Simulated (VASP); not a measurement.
# Si2Ni (Fm-3m) in VASP: a series of runs

Si2Ni is run at these levels: PBE, r2SCAN; tasks: single point, relaxation of cell and atoms.

Program: VASP 6.6.1. These are calculated values, not measurements. Logs are shortened: lines on timing, memory, paths and dates and some standing lists are left out, and cuts for length are marked.

**1. The cell of the first run**

It takes space group Fm-3m (No. 225, cubic). The conventional cell has a = 5.447 Å, b = 5.447 Å, c = 5.447 Å, α = 90.00°, β = 90.00°, γ = 90.00°. Si (site symmetry -43m) has 4 Ni at 2.36 Å and 6 Si at 2.72 Å within 3.1 Å. Within 3.1 Å of Ni (site symmetry m-3m) lie 8 Si at 2.36 Å.

**2. Single point, PBE**

INCAR reads:

```
SYSTEM = Si2Ni
  ALGO = Normal
  EDIFF = 1E-6
  ENCUT = 520
  GGA = PE
  ISIF = 2
  ISMEAR = 0
  LASPH = .TRUE.
  LCHARG = .TRUE.
  LELF = .TRUE.
  LREAL = .FALSE.
  LVHAR = .TRUE.
  LWAVE = .FALSE.
  NBANDS = 16
  NELM = 80
  PREC = Accurate
  SIGMA = 0.1
```

KPOINTS reads:

```
k-points
0
G
  14 14 14
  0 0 0
```

POSCAR reads:

```
Si2Ni
1.0
    0.0000000000      2.7234609380      2.7234609380
    2.7234609380      0.0000000000      2.7234609380
    2.7234609380      2.7234609380      0.0000000000
Si Ni
2 1
Direct
    0.2500000000      0.2500000000      0.2500000000
    0.7500000000      0.7500000000      0.7500000000
    0.0000000000      0.0000000000      0.0000000000
```

Potentials or basis: VASP PAW PBE potentials, release 64 (Si, Ni).

Started as:

```
$ cat potpaw_PBE.64/Si/POTCAR potpaw_PBE.64/Ni/POTCAR > POTCAR
$ mpirun -np 1 vasp_std > vasp.out
```

OUTCAR:

```text
SYSTEM = Si2Ni
   EDIFF = 1E-6
   ENCUT = 520
   GGA = PE
   ISIF = 2
   ISMEAR = 0
   LASPH = .TRUE.
   LREAL = .FALSE.
   NELM = 80
   PREC = Accurate

 ion  position               nearest neighbor table
   1  0.250  0.250  0.250-   3 2.36   3 2.36   3 2.36   3 2.36   2 2.72   2 2.72   2 2.72   2 2.72
                             2 2.72   2 2.72
   2  0.750  0.750  0.750-   3 2.36   3 2.36   3 2.36   3 2.36   1 2.72   1 2.72   1 2.72   1 2.72
                             1 2.72   1 2.72
   3  0.000  0.000  0.000-   2 2.36   2 2.36   2 2.36   1 2.36   1 2.36   1 2.36   2 2.36   1 2.36

  LATTYP: Found a face centered cubic cell.
 ALAT       =     5.4469218760

  Lattice vectors:

 A1 = (   0.0000000000,   2.7234609380,   2.7234609380)
 A2 = (   2.7234609380,   0.0000000000,   2.7234609380)
 A3 = (   2.7234609380,   2.7234609380,   0.0000000000)

Analysis of symmetry for initial positions (statically):
=====================================================================
 Subroutine PRICEL returns:
 Original cell was already a primitive cell.

 Routine SETGRP: Setting up the symmetry group for a
 face centered cubic supercell.

 Subroutine GETGRP returns: Found 48 space group operations
 (whereof 48 operations were pure point group operations)
 out of a pool of 48 trial point group operations.

The static configuration has the point symmetry O_h .

Analysis of symmetry for dynamics (positions and initial velocities):
=====================================================================
 Subroutine PRICEL returns:
 Original cell was already a primitive cell.

 Routine SETGRP: Setting up the symmetry group for a
 face centered cubic supercell.

 Subroutine GETGRP returns: Found 48 space group operations
 (whereof 48 operations were pure point group operations)
 out of a pool of 48 trial point group operations.

The dynamic configuration has the point symmetry O_h .

 Subroutine INISYM returns: Found 48 space group operations
 (whereof 48 operations are pure point group operations),
 and found     1 'primitive' translations

----------------------------------------------------------------------------------------

                                     Primitive cell

  volume of cell :      40.4011

  direct lattice vectors                    reciprocal lattice vectors
     0.000000000  2.723460938  2.723460938    -0.183589929  0.183589929  0.183589929
     2.723460938  0.000000000  2.723460938     0.183589929 -0.183589929  0.183589929
[... 90 lines left out ...]
   NSW    =      0    number of steps for IOM
   IBRION =     -1    ionic relax: 0-MD 1-quasi-New 2-CG
   NFREE  =      0    steps in history (QN), initial steepest desc. (CG)
   ISIF   =      2    stress and relaxation
   ISYM   =      2    0-nonsym 1-usesym 2-fastsym
   POTIM  = 0.5000    time-step for ionic-motion
   TEBEG  =    0.0;   TEEND  =   0.0 temperature during run
   PSTRESS=    0.0 pullay stress
   NELECT =      18.0000    total number of electrons
   NUPDOWN=      -1.0000    fix difference up-down
   EMIN   =  10.00;   EMAX   =-10.00  energy-range for DOS
   EFERMI =   0.00;   METHOD = LEGACY
   ISMEAR =     0;   SIGMA  =   0.10  broadening in eV -4-tet -1-fermi 0-gaus
   EFERMI_NEDOS =   21; number of points for ismear=-14 and -15
   IALGO  =     38    algorithm
   IMIX   =      4    mixing-type and parameters
     AMIX     =   0.40;   BMIX     =  1.00
     AMIX_MAG =   1.60;   BMIX_MAG =  1.00
  volume/ion in A,a.u.               =      13.47        90.88
  Fermi-wavevector in a.u.,A,eV,Ry     =   1.250358  2.362835 21.271296  1.563396
  Thomas-Fermi vector in A             =   2.384356
   LORBIT       =      0    0 simple, 1 ext, 2 COOP (PROOUT), +10 PAW based schemes
   GGA     = PE    functional components
   LHFCALC =     F    Hartree Fock is set to
   AEXX    =    0.0000 exact exchange contribution
   IVDW    =     0    specifies the selected vdW correction
   LEPSILON=     F    determine dielectric tensor
   LRPA    =     F    only Hartree local field effects (RPA)
 non-spin polarized calculation
 Gauss-broadening in eV      SIGMA  =   0.10
  energy-cutoff  :      520.00
  volume of cell :       40.40
 maximum number of plane-waves:      1106
 NGX is ok and might be reduce to    30
   NGX = 15   NGY = 15   NGZ = 15

 number of electron      17.9999991 magnetization

 Free energy of the ion-electron system (eV)
  ---------------------------------------------------
  ext. energy  EPLUGINS =         0.00000000
  ---------------------------------------------------
  free energy    TOTEN  =       -17.37226107 eV

  energy without entropy =      -17.36820485  energy(sigma->0) =      -17.37023296

 E-fermi :  10.1371     XC(G=0): -11.4828

 val. band max:       10.0552265806   @ k =   0.4286   0.2857   0.0000
 cond. band min:      10.1567955734   @ k =  -0.4286   0.4286   0.0714
 fundamental gap:      0.1015689928
 Fermi energy:        10.1370725408

 k-point     1 :       0.0000    0.0000    0.0000
  band No.  band energies     occupation
      1      -3.5166      2.00000
      2       5.0705      2.00000
      3       5.0705      2.00000
      4       5.0705      2.00000
      5       6.7411      2.00000
      6       6.7411      2.00000
[... 433 lines left out ...]
      3       5.2249      2.00000
      4       5.2707      2.00000
      5       6.2189      2.00000
      6       6.8664      2.00000
[... 8 lines left out ...]
     15      17.1614      0.00000
     16      17.3734      0.00000

 [... further k-points ...]

------------------------ aborting loop because EDIFF is reached ----------------------------------------

  FORCE on cell =-STRESS in cart. coord.  units (eV):
  Direction    XX          YY          ZZ          XY          YZ          ZX
  --------------------------------------------------------------------------------------
  -------------------------------------------------------------------------------------
  Total       -0.0369399     -0.0369399     -0.0369399      0.0000000      0.0000000      0.0000000
  in kB       -1.4649147     -1.4649147     -1.4649147      0.0000000      0.0000000      0.0000000
  external PRESSURE =      -1.4649147 kB  Pullay stress =       0.0000000 kB

 VOLUME and BASIS-vectors are now :
 -----------------------------------------------------------------------------
  energy-cutoff  :      520.00
  volume of cell :       40.40
      direct lattice vectors                 reciprocal lattice vectors
     0.000000000  2.723460938  2.723460938    -0.183589929  0.183589929  0.183589929
     2.723460938  0.000000000  2.723460938     0.183589929 -0.183589929  0.183589929
     2.723460938  2.723460938  0.000000000     0.183589929  0.183589929 -0.183589929

 POSITION                                       TOTAL-FORCE (eV/Angst)
 -----------------------------------------------------------------------------------
      1.36173      1.36173      1.36173        -0.000000      0.000000     -0.000000
      4.08519      4.08519      4.08519         0.000000     -0.000000      0.000000
      0.00000      0.00000      0.00000        -0.000000      0.000000     -0.000000
 -----------------------------------------------------------------------------------
    total drift:                                0.000000     -0.000000     -0.000000

  FREE ENERGIE OF THE ION-ELECTRON SYSTEM (eV)
  ---------------------------------------------------
  free  energy   TOTEN  =       -17.3722610723 eV

  energy  without entropy=      -17.3682048547  energy(sigma->0) =      -17.37023296
```

stdout:

```text
POSCAR found type information on POSCAR SiNi
 POSCAR found :  2 types and       3 ions
 scaLAPACK will be used
 LDA part: xc-table for (Slater+PW92), standard interpolation
 POSCAR, INCAR and KPOINTS ok, starting setup
 FFT: planning ... GRIDC
 FFT: planning ... GRID_SOFT
 FFT: planning ... GRID
 WAVECAR not read
 entering main loop
```

It took 38 s on 1 thread of Intel Xeon 6975P-C (Granite Rapids), shared host; peak memory 0.21 GiB.

Results:

| Item | Value |
| --- | --- |
| Free energy | -17.3723 eV |
| Pressure | -0.1 GPa |
| Band gap on the k mesh | zero (band 9 reaches 11.79 eV, above the bottom of band 10 at 9.65 eV) |

Levels at points of the mesh, in eV from the Fermi level:
```
           k point  band 6  band 7  band 8  band 9  band 10  band 11  band 12  band 13
(0.00, 0.00, 0.00)   -3.40   -0.49    1.66    1.66     1.66     2.31     2.31     2.31
(0.50, 0.00, 0.00)   -3.22   -3.22   -1.40   -1.40     1.74     1.78     1.78     2.47
(0.50, 0.50, 0.00)   -3.49   -3.49   -3.33   -3.01    -0.46     1.45     7.73     8.11
```

Spin polarisation is off, so any magnetic state and its effect on volume and gap are missing.

**3. Single point, r2SCAN**

POSCAR is that of step 2.

INCAR.step1 reads:

```
SYSTEM = Si2Ni
PREC = Accurate
ENCUT = 520
ISMEAR = 0
SIGMA = 0.1
LREAL = .False.
LASPH = .True.
NELM = 80
NBANDS = 16
GGA = PE
ALGO = Normal
EDIFF = 1E-4
LWAVE = .True.
LCHARG = .False.
```

INCAR.step2 reads:

```
SYSTEM = Si2Ni
PREC = Accurate
ENCUT = 520
EDIFF = 1E-7
ISMEAR = 0
SIGMA = 0.1
LREAL = .False.
LASPH = .True.
NELM = 80
ALGO = Normal
ISIF = 2
LWAVE = .False.
LCHARG = .False.
METAGGA = R2SCAN
LMIXTAU = .True.
NBANDS = 16
ISTART = 1
```

KPOINTS reads:

```
regular mesh
0
Gamma
  14 14 14
  0 0 0
```

Potentials or basis: VASP PAW PBE potentials, release 64 (Si, Ni).

Started as:

```
$ cat potpaw_PBE.64/Si/POTCAR potpaw_PBE.64/Ni/POTCAR > POTCAR
$ cp INCAR.step1 INCAR
$ mpirun -np 1 vasp_std > vasp.out
$ cp INCAR.step2 INCAR
$ mpirun -np 1 vasp_std > vasp.out
```

OUTCAR:

```text
SYSTEM = Si2Ni
   PREC = Accurate
   ENCUT = 520
   EDIFF = 1E-7
   ISMEAR = 0
   LREAL = .False.
   LASPH = .True.
   NELM = 80
   ISIF = 2
   METAGGA = R2SCAN
   ISTART = 1

 ion  position               nearest neighbor table
   1  0.250  0.250  0.250-   3 2.36   3 2.36   3 2.36   3 2.36   2 2.72   2 2.72   2 2.72   2 2.72
                             2 2.72   2 2.72
   2  0.750  0.750  0.750-   3 2.36   3 2.36   3 2.36   3 2.36   1 2.72   1 2.72   1 2.72   1 2.72
                             1 2.72   1 2.72
   3  0.000  0.000  0.000-   2 2.36   2 2.36   2 2.36   1 2.36   1 2.36   1 2.36   2 2.36   1 2.36

  LATTYP: Found a face centered cubic cell.
 ALAT       =     5.4469218760

  Lattice vectors:

 A1 = (   0.0000000000,   2.7234609380,   2.7234609380)
 A2 = (   2.7234609380,   0.0000000000,   2.7234609380)
 A3 = (   2.7234609380,   2.7234609380,   0.0000000000)

Analysis of symmetry for initial positions (statically):
=====================================================================
 Subroutine PRICEL returns:
 Original cell was already a primitive cell.

 Routine SETGRP: Setting up the symmetry group for a
 face centered cubic supercell.

 Subroutine GETGRP returns: Found 48 space group operations
 (whereof 48 operations were pure point group operations)
 out of a pool of 48 trial point group operations.

The static configuration has the point symmetry O_h .

Analysis of symmetry for dynamics (positions and initial velocities):
=====================================================================
 Subroutine PRICEL returns:
 Original cell was already a primitive cell.

 Routine SETGRP: Setting up the symmetry group for a
 face centered cubic supercell.

 Subroutine GETGRP returns: Found 48 space group operations
 (whereof 48 operations were pure point group operations)
 out of a pool of 48 trial point group operations.

The dynamic configuration has the point symmetry O_h .

 Subroutine INISYM returns: Found 48 space group operations
 (whereof 48 operations are pure point group operations),
 and found     1 'primitive' translations

----------------------------------------------------------------------------------------

                                     Primitive cell

  volume of cell :      40.4011

  direct lattice vectors                    reciprocal lattice vectors
     0.000000000  2.723460938  2.723460938    -0.183589929  0.183589929  0.183589929
     2.723460938  0.000000000  2.723460938     0.183589929 -0.183589929  0.183589929
     2.723460938  2.723460938  0.000000000     0.183589929  0.183589929 -0.183589929

  length of vectors
     3.851555395  3.851555395  3.851555395     0.317987085  0.317987085  0.317987085

  position of ions in fractional coordinates (direct lattice)
     0.250000000  0.250000000  0.250000000
     0.750000000  0.750000000  0.750000000
     0.000000000  0.000000000  0.000000000

  ion indices of the primitive-cell ions
   primitive index   ion index
                 1           1
                 2           2
                 3           3

----------------------------------------------------------------------------------------

 KPOINTS: regular mesh

Automatic generation of k-mesh.
[... 23 lines left out ...]
  0.000000  0.000000  0.000000      1.000000
  0.071429  0.000000  0.000000      8.000000
  0.142857  0.000000  0.000000      8.000000
  0.214286  0.000000  0.000000      8.000000
  0.285714  0.000000  0.000000      8.000000
  0.357143  0.000000  0.000000      8.000000
[... 16 lines left out ...]
  0.214286  0.142857  0.000000     24.000000
  0.285714  0.142857  0.000000     24.000000
 [... further k-points ...]
   k-points           NKPTS =    104   k-points in BZ     NKDIM =    104   number of bands    NBANDS=     16
   number of dos      NEDOS =    301   number of ions     NIONS =      3
   total plane-waves  NPLWV =  27000
   dimension x,y,z NGX =    30 NGY =   30 NGZ =   30
   dimension x,y,z NGXF=    60 NGYF=   60 NGZF=   60
   ions per type =               2   1
   NGX,Y,Z   is equivalent  to a cutoff of  12.95, 12.95, 12.95 a.u.
   NGXF,Y,Z  is equivalent  to a cutoff of  25.90, 25.90, 25.90 a.u.
 SYSTEM =  Si2Ni
   PREC   = accura    normal or accurate (medium, high low for compatibility)
   ISTART =      1    job   : 0-new  1-cont  2-samecut
   ICHARG =      0    charge: 1-file 2-atom 10-const
   ISPIN  =      1    spin polarized calculation?
   LNONCOLLINEAR =      F non collinear calculations
   LSORBIT =      F    spin-orbit coupling
   LASPH  =      T    aspherical Exc in radial PAW
   ENCUT  =  520.0 eV  38.22 Ry    6.18 a.u.   7.16  7.16  7.16*2*pi/ulx,y,z
   NELM   =     80;   NELMIN=  2; NELMDL=  0     # of ELM steps
   EDIFF  = 0.1E-06   stopping-criterion for ELM
   LREAL  =      F    real-space projection
   EDIFFG = 0.1E-05   stopping-criterion for IOM
   NSW    =      0    number of steps for IOM
   IBRION =     -1    ionic relax: 0-MD 1-quasi-New 2-CG
   NFREE  =      0    steps in history (QN), initial steepest desc. (CG)
   ISIF   =      2    stress and relaxation
   ISYM   =      2    0-nonsym 1-usesym 2-fastsym
   POTIM  = 0.5000    time-step for ionic-motion
   TEBEG  =    0.0;   TEEND  =   0.0 temperature during run
   PSTRESS=    0.0 pullay stress
   NELECT =      18.0000    total number of electrons
   NUPDOWN=      -1.0000    fix difference up-down
   EMIN   =  10.00;   EMAX   =-10.00  energy-range for DOS
   EFERMI =   0.00;   METHOD = LEGACY
   ISMEAR =     0;   SIGMA  =   0.10  broadening in eV -4-tet -1-fermi 0-gaus
   EFERMI_NEDOS =   21; number of points for ismear=-14 and -15
   IALGO  =     38    algorithm
   IMIX   =      4    mixing-type and parameters
     AMIX     =   0.40;   BMIX     =  1.00
     AMIX_MAG =   1.60;   BMIX_MAG =  1.00
  volume/ion in A,a.u.               =      13.47        90.88
  Fermi-wavevector in a.u.,A,eV,Ry     =   1.250358  2.362835 21.271296  1.563396
  Thomas-Fermi vector in A             =   2.384356
   LORBIT       =      0    0 simple, 1 ext, 2 COOP (PROOUT), +10 PAW based schemes
   METAGGA = R2SCAN    functional components
   LHFCALC =     F    Hartree Fock is set to
   AEXX    =    0.0000 exact exchange contribution
   IVDW    =     0    specifies the selected vdW correction
   LEPSILON=     F    determine dielectric tensor
   LRPA    =     F    only Hartree local field effects (RPA)
 non-spin polarized calculation
 Gauss-broadening in eV      SIGMA  =   0.10
  energy-cutoff  :      520.00
  volume of cell :       40.40
 maximum number of plane-waves:      1106
 NGX is ok and might be reduce to    30
   NGX = 15   NGY = 15   NGZ = 15

 number of electron      17.9999991 magnetization

 Free energy of the ion-electron system (eV)
  ---------------------------------------------------
  ext. energy  EPLUGINS =         0.00000000
  ---------------------------------------------------
  free energy    TOTEN  =       -30.51327139 eV

  energy without entropy =      -30.50902850  energy(sigma->0) =      -30.51114994

 E-fermi :  10.1642     XC(G=0): -12.2571

 val. band max:       10.1329664872   @ k =  -0.2143   0.1429   0.0000
 cond. band min:      10.2060487639   @ k =  -0.4286   0.4286   0.0714
 fundamental gap:      0.0730822767
 Fermi energy:        10.1641638390

 k-point     1 :       0.0000    0.0000    0.0000
  band No.  band energies     occupation
      1      -4.2696      2.00000
      2       4.7796      2.00000
      3       4.7796      2.00000
      4       4.7796      2.00000
      5       6.5078      2.00000
      6       6.5078      2.00000
[... 433 lines left out ...]
      3       4.9335      2.00000
      4       4.9938      2.00000
      5       5.9698      2.00000
      6       6.6430      2.00000
[... 8 lines left out ...]
     15      17.5103      0.00000
     16      17.7900      0.00000

 [... further k-points ...]

------------------------ aborting loop because EDIFF is reached ----------------------------------------

  FORCE on cell =-STRESS in cart. coord.  units (eV):
  Direction    XX          YY          ZZ          XY          YZ          ZX
  --------------------------------------------------------------------------------------
  -------------------------------------------------------------------------------------
  Total       -1.2691039     -1.2691039     -1.2691039     -0.0000000     -0.0000000      0.0000000
  in kB      -50.3285369    -50.3285369    -50.3285369     -0.0000000     -0.0000000      0.0000000
  external PRESSURE =     -50.3285369 kB  Pullay stress =       0.0000000 kB

 VOLUME and BASIS-vectors are now :
 -----------------------------------------------------------------------------
  energy-cutoff  :      520.00
  volume of cell :       40.40
      direct lattice vectors                 reciprocal lattice vectors
     0.000000000  2.723460938  2.723460938    -0.183589929  0.183589929  0.183589929
     2.723460938  0.000000000  2.723460938     0.183589929 -0.183589929  0.183589929
     2.723460938  2.723460938  0.000000000     0.183589929  0.183589929 -0.183589929

 POSITION                                       TOTAL-FORCE (eV/Angst)
 -----------------------------------------------------------------------------------
      1.36173      1.36173      1.36173        -0.000000      0.000000     -0.000000
      4.08519      4.08519      4.08519        -0.000000     -0.000000      0.000000
      0.00000      0.00000      0.00000         0.000000      0.000000      0.000000
 -----------------------------------------------------------------------------------
    total drift:                                0.000000     -0.000000     -0.000000

  FREE ENERGIE OF THE ION-ELECTRON SYSTEM (eV)
  ---------------------------------------------------
  free  energy   TOTEN  =       -30.5132713873 eV

  energy  without entropy=      -30.5090284978  energy(sigma->0) =      -30.51114994
```

Wall time 2.6 min (1 thread of Intel Xeon 6975P-C (Granite Rapids), shared host); peak memory 0.21 GiB.

What came out:

- Free energy: -30.5133 eV
- Pressure: -5.0 GPa
- Band gap on the k mesh: zero (band 9 reaches 11.83 eV, above the bottom of band 10 at 9.71 eV)

Caveat: the PAW data sets were made with another functional, which shifts forces and pressure a little. Spin polarisation is off, so any magnetic state and its effect on volume and gap are missing.

(Continued in part 2 of 2.)
